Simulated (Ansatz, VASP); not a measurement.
## One calculation of Hf, two programs

```
CELL_PARAMETERS angstrom
3.18015 0.00000 0.00000
-1.59007 2.75409 0.00000
0.00000 0.00000 5.15184
ATOMIC_POSITIONS crystal
Hf 0.33333 0.66667 0.25000
Hf 0.66667 0.33333 0.75000
```

Alike in both runs: task relaxation of cell and atoms; functional PBE; k mesh 16 × 16 × 9; occupations fermi-dirac, width 0.1 eV; no spin polarisation.

|  | VASP | Ansatz |
| --- | --- | --- |
| version | VASP 6.6.1 | Ansatz 0.2.0 |
| potentials or method | VASP PAW PBE potentials, release 64 (Hf_pv) | PAW with Ansatz's default frozen-core files, scalar-relativistic |
| plane-wave cutoff (eV) | 600 | 420 |
| valence electrons in the cell | 20 | 52 |

```csv
,VASP,Ansatz,Ansatz less VASP
relaxed volume (Å³/atom),22.46,22.54,+0.083
relaxed length of the cell vector where the two differ most in proportion (Å),5.064,5.073,+0.0091
```

VASP's potentials hold 20 valence electrons a cell and Ansatz's 52, so a difference there can come from the potentials and not from the codes.

Spin-orbit coupling is off throughout.
